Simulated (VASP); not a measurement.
# RbAl3 in VASP: a series of runs

The runs below take RbAl3 through single point, with PBE.

Program: VASP 6.6.1. These are calculated values, not measurements. Logs are shortened: lines on timing, memory, paths and dates and some standing lists are left out, and cuts for length are marked.

## 1. The cell of the first run

The structure is tetragonal, space group I4/mmm (No. 139). The conventional cell has a = 5.099 Å, b = 5.099 Å, c = 7.343 Å, α = 90.00°, β = 90.00°, γ = 90.00°. Rb (site symmetry 4/mmm) has 14 Al at 3.14 to 3.67 Å within 4.1 Å. Within 4.1 Å of Al (site symmetry 4/mmm) lie 8 Al at 3.14 Å and 6 Rb at 3.61 to 3.67 Å. Within 4.1 Å of Al (site symmetry -4m2) lie 4 Rb at 3.14 Å and 10 Al at 3.14 to 3.67 Å.

## 2. Single point, PBE

File INCAR:

```
SYSTEM = RbAl3
PREC = Accurate
ENCUT = 520
EDIFF = 1E-6
ISMEAR = 0
SIGMA = 0.1
LREAL = .False.
LASPH = .True.
NELM = 80
ALGO = Normal
ISIF = 2
LWAVE = .False.
LCHARG = .True.
GGA = PE
LELF = .True.
LVHAR = .True.
NBANDS = 17
```

File KPOINTS:

```
Automatic mesh
0
Gamma
  6 6 6
  0 0 0
```

File POSCAR:

```
RbAl3
1.0
   -2.5495908105      2.5495908105      3.6717098709
    2.5495908105     -2.5495908105      3.6717098709
    2.5495908105      2.5495908105     -3.6717098709
Rb Al
1 3
Direct
    0.0000000000      0.0000000000      0.0000000000
    0.5000000000      0.5000000000      0.0000000000
    0.2500000000      0.7500000000      0.5000000000
    0.7500000000      0.2500000000      0.5000000000
```

Potentials or basis: VASP PAW PBE potentials, release 64 (Rb_sv, Al).

The run is started by

```sh
cat potpaw_PBE.64/Rb_sv/POTCAR potpaw_PBE.64/Al/POTCAR > POTCAR
mpirun -np 1 vasp_std > vasp.out
```

OUTCAR:

```text
SYSTEM = RbAl3
   PREC = Accurate
   ENCUT = 520
   EDIFF = 1E-6
   ISMEAR = 0
   LREAL = .False.
   LASPH = .True.
   NELM = 80
   ISIF = 2
   GGA = PE

 ion  position               nearest neighbor table
   1  0.000  0.000  0.000-   4 3.14   3 3.14   3 3.14   4 3.14   3 3.14   4 3.14   4 3.14   3 3.14
                             2 3.61   2 3.61   2 3.61   2 3.61   2 3.67   2 3.67
   2  0.500  0.500  0.000-   3 3.14   4 3.14   3 3.14   4 3.14   3 3.14   4 3.14   3 3.14   4 3.14
                             1 3.61   1 3.61   1 3.61   1 3.61   1 3.67   1 3.67
   3  0.250  0.750  0.500-   1 3.14   2 3.14   1 3.14   2 3.14   1 3.14   2 3.14   1 3.14   2 3.14

   4  0.750  0.250  0.500-   2 3.14   1 3.14   1 3.14   2 3.14   1 3.14   2 3.14   2 3.14   1 3.14

  LATTYP: Found a body centered tetragonal cell.
 ALAT       =     5.0991816210
 C/A-ratio  =     1.4401173144

  Lattice vectors:

 A1 = (  -2.5495908105,   2.5495908105,   3.6717098709)
 A2 = (   2.5495908105,  -2.5495908105,   3.6717098709)
 A3 = (   2.5495908105,   2.5495908105,  -3.6717098709)

Analysis of symmetry for initial positions (statically):
=====================================================================
 Subroutine PRICEL returns:
 Original cell was already a primitive cell.

 Routine SETGRP: Setting up the symmetry group for a
 body centered tetragonal supercell.

 Subroutine GETGRP returns: Found 16 space group operations
 (whereof 16 operations were pure point group operations)
 out of a pool of 16 trial point group operations.

The static configuration has the point symmetry D_4h.

Analysis of symmetry for dynamics (positions and initial velocities):
=====================================================================
 Subroutine PRICEL returns:
 Original cell was already a primitive cell.

 Routine SETGRP: Setting up the symmetry group for a
 body centered tetragonal supercell.

 Subroutine GETGRP returns: Found 16 space group operations
 (whereof 16 operations were pure point group operations)
 out of a pool of 16 trial point group operations.

The dynamic configuration has the point symmetry D_4h.

 Subroutine INISYM returns: Found 16 space group operations
 (whereof 16 operations are pure point group operations),
 and found     1 'primitive' translations

----------------------------------------------------------------------------------------

                                     Primitive cell

  volume of cell :      95.4705

[... 90 lines left out ...]
   ENCUT  =  520.0 eV  38.22 Ry    6.18 a.u.   9.57  9.57  9.57*2*pi/ulx,y,z
   NELM   =     80;   NELMIN=  2; NELMDL= -5     # of ELM steps
   EDIFF  = 0.1E-05   stopping-criterion for ELM
   LREAL  =      F    real-space projection
   EDIFFG = 0.1E-04   stopping-criterion for IOM
   NSW    =      0    number of steps for IOM
   IBRION =     -1    ionic relax: 0-MD 1-quasi-New 2-CG
   NFREE  =      0    steps in history (QN), initial steepest desc. (CG)
   ISIF   =      2    stress and relaxation
   ISYM   =      2    0-nonsym 1-usesym 2-fastsym
   POTIM  = 0.5000    time-step for ionic-motion
   TEBEG  =    0.0;   TEEND  =   0.0 temperature during run
   PSTRESS=    0.0 pullay stress
   NELECT =      18.0000    total number of electrons
   NUPDOWN=      -1.0000    fix difference up-down
   EMIN   =  10.00;   EMAX   =-10.00  energy-range for DOS
   EFERMI =   0.00;   METHOD = LEGACY
   ISMEAR =     0;   SIGMA  =   0.10  broadening in eV -4-tet -1-fermi 0-gaus
   EFERMI_NEDOS =   21; number of points for ismear=-14 and -15
   IALGO  =     38    algorithm
   IMIX   =      4    mixing-type and parameters
     AMIX     =   0.40;   BMIX     =  1.00
     AMIX_MAG =   1.60;   BMIX_MAG =  1.00
  volume/ion in A,a.u.               =      23.87       161.07
  Fermi-wavevector in a.u.,A,eV,Ry     =   0.938734  1.773950 11.989747  0.881222
  Thomas-Fermi vector in A             =   2.065976
   LORBIT       =      0    0 simple, 1 ext, 2 COOP (PROOUT), +10 PAW based schemes
   GGA     = PE    functional components
   LHFCALC =     F    Hartree Fock is set to
   AEXX    =    0.0000 exact exchange contribution
   IVDW    =     0    specifies the selected vdW correction
   LEPSILON=     F    determine dielectric tensor
   LRPA    =     F    only Hartree local field effects (RPA)
 non-spin polarized calculation
 Gauss-broadening in eV      SIGMA  =   0.10
  energy-cutoff  :      520.00
  volume of cell :       95.47
 maximum number of plane-waves:      2645
 NGX is ok and might be reduce to    40
   NGX = 19   NGY = 19   NGZ = 19

 number of electron      18.0000000 magnetization

 Free energy of the ion-electron system (eV)
  ---------------------------------------------------
  ext. energy  EPLUGINS =         0.00000000
  ---------------------------------------------------
  free energy    TOTEN  =       -10.02845678 eV

  energy without entropy =      -10.02134802  energy(sigma->0) =      -10.02490240

 E-fermi :   4.5281     XC(G=0):  -9.1848

 val. band max:        4.5094883672   @ k =   0.1667   0.1667   0.0000
 cond. band min:       4.6043689434   @ k =  -0.1667   0.1667   0.1667
 fundamental gap:      0.0948805762
 Fermi energy:         4.5281170828

 k-point     1 :       0.0000    0.0000    0.0000
  band No.  band energies     occupation
      1     -22.6542      2.00000
      2      -6.9844      2.00000
      3      -6.9772      2.00000
      4      -6.9772      2.00000
      5      -3.4003      2.00000
      6       2.9419      2.00000
[... 457 lines left out ...]
      4      -7.0191      2.00000
      5      -2.3025      2.00000
      6       0.7638      2.00000
[... 9 lines left out ...]
     16       9.0894      0.00000
     17       9.1074      0.00000

 [... further k-points ...]
[... 5 lines left out ...]
  --------------------------------------------------------------------------------------
  -------------------------------------------------------------------------------------
  Total        0.1937131      0.1937131     -0.0080509      0.0000000      0.0000000      0.0000000
  in kB        3.2508749      3.2508749     -0.1351102      0.0000000      0.0000000      0.0000000
  external PRESSURE =       2.1222132 kB  Pullay stress =       0.0000000 kB

 VOLUME and BASIS-vectors are now :
 -----------------------------------------------------------------------------
  energy-cutoff  :      520.00
  volume of cell :       95.47
      direct lattice vectors                 reciprocal lattice vectors
    -2.549590810  2.549590810  3.671709871     0.000000000  0.196109900  0.136176337
     2.549590810 -2.549590810  3.671709871     0.196109900  0.000000000  0.136176337
     2.549590810  2.549590810 -3.671709871     0.196109900  0.196109900  0.000000000

 POSITION                                       TOTAL-FORCE (eV/Angst)
 -----------------------------------------------------------------------------------
      0.00000      0.00000      0.00000         0.000000     -0.000000     -0.000000
      0.00000      0.00000      3.67171         0.000000     -0.000000     -0.000000
      2.54959      0.00000      1.83585        -0.000000      0.000000     -0.000000
      0.00000      2.54959      1.83585         0.000000      0.000000      0.000000
 -----------------------------------------------------------------------------------
    total drift:                               -0.000000     -0.000000      0.000000

  FREE ENERGIE OF THE ION-ELECTRON SYSTEM (eV)
  ---------------------------------------------------
  free  energy   TOTEN  =       -10.0284567783 eV

  energy  without entropy=      -10.0213480182  energy(sigma->0) =      -10.02490240
```

OSZICAR:

```text
N       E                     dE             d eps       ncg     rms          rms(c)
DAV:   1     0.482464896657E+02    0.48246E+02   -0.69189E+03  1020   0.885E+02
DAV:   2    -0.638057769922E+01   -0.54627E+02   -0.51955E+02  1353   0.134E+02
DAV:   3    -0.100143114412E+02   -0.36337E+01   -0.36133E+01  1393   0.309E+01
DAV:   4    -0.101189613398E+02   -0.10465E+00   -0.10462E+00  1470   0.497E+00
DAV:   5    -0.101202787101E+02   -0.13174E-02   -0.13173E-02  1393   0.537E-01    0.803E+00
DAV:   6    -0.100573818324E+02    0.62897E-01   -0.46574E-02  1216   0.127E+00    0.499E+00
DAV:   7    -0.100296491938E+02    0.27733E-01   -0.81027E-02  1313   0.160E+00    0.349E-01
DAV:   8    -0.100284494020E+02    0.11998E-02   -0.10481E-02  1241   0.610E-01    0.117E-01
DAV:   9    -0.100284542441E+02   -0.48421E-05   -0.43575E-04  1265   0.117E-01    0.554E-02
DAV:  10    -0.100284563409E+02   -0.20968E-05   -0.18554E-05  1427   0.254E-02    0.178E-02
DAV:  11    -0.100284567783E+02   -0.43736E-06   -0.30404E-06  1195   0.898E-03
   1 F= -.10028457E+02 E0= -.10024902E+02  d E =-.710876E-02
```

stdout:

```text
POSCAR found type information on POSCAR RbAl
 POSCAR found :  2 types and       4 ions
 scaLAPACK will be used
 LDA part: xc-table for (Slater+PW92), standard interpolation
 POSCAR, INCAR and KPOINTS ok, starting setup
 FFT: planning ... GRIDC
 FFT: planning ... GRID_SOFT
 FFT: planning ... GRID
 WAVECAR not read
 entering main loop
```

Run time: 17 s. Hardware: 1 thread of Intel Xeon 6975P-C (Granite Rapids), shared host; peak memory 0.25 GiB.

Results:

* Free energy: -10.0285 eV
* Pressure: 0.2 GPa

Stress tensor (GPa, compression positive):
```
 0.33  0.00  0.00
 0.00  0.33  0.00
 0.00  0.00 -0.01
```

## 3. Single point, PBE

This run uses another cell than the first one, of 23.94 Å³/atom, 1.003 times its volume.

File INCAR:

```
SYSTEM = RbAl3
PREC = Accurate ; ENCUT = 520
EDIFF = 1E-7 ; ISMEAR = 0
SIGMA = 0.1 ; LREAL = .FALSE.
LASPH = .TRUE. ; NELM = 60
ALGO = Fast ; ISIF = 2
LWAVE = .FALSE. ; LCHARG = .TRUE.
GGA = PE ; LELF = .TRUE.
LVHAR = .TRUE. ; NBANDS = 17
```

File KPOINTS:

```
regular mesh
0
G
  14 14 14
  0 0 0
```

File POSCAR:

```
RbAl3
1.0
   -2.5677355078      2.5677355078      3.6310406453
    2.5677355078     -2.5677355078      3.6310406453
    2.5677355078      2.5677355078     -3.6310406453
Rb Al
1 3
Direct
    0.0000000000      0.0000000000      0.0000000000
    0.5000000000      0.5000000000      0.0000000000
    0.2500000000      0.7500000000      0.5000000000
    0.7500000000      0.2500000000      0.5000000000
```

Potentials or basis: VASP PAW PBE potentials, release 64 (Rb_sv, Al).

The run is started by

```sh
cat potpaw_PBE.64/Rb_sv/POTCAR potpaw_PBE.64/Al/POTCAR > POTCAR
mpirun -np 1 vasp_std > vasp.out
```

It took 4.8 min on 1 thread of Intel Xeon 6975P-C (Granite Rapids), shared host; peak memory 0.51 GiB.

It converged, with:

```yaml
Free_energy: -10.0198 eV
Pressure: 0.1 GPa
Band_gap_on_the_k_mesh: zero (band 9 reaches 4.65 eV, above the bottom of band 10 at 4.09 eV)
```

Levels at points of the mesh, in eV from the Fermi level:
```tsv
k point	band 5	band 6	band 7	band 8	band 9	band 10	band 11	band 12	band 13	band 14
(0.00, 0.00, 0.00)	-7.81	-1.51	-0.89	-0.89	-0.89	0.47	0.47	0.47	0.66	2.58
(0.50, 0.00, 0.00)	-5.51	-5.49	-1.64	-1.40	-1.40	1.12	1.12	1.31	3.33	3.34
(0.50, 0.50, 0.00)	-5.30	-4.62	-3.94	-1.50	-1.50	0.66	3.22	3.23	4.85	5.16
(0.50, 0.50, 0.50)	-5.30	-4.62	-3.94	-1.50	-1.50	0.66	3.22	3.22	4.85	5.16
```
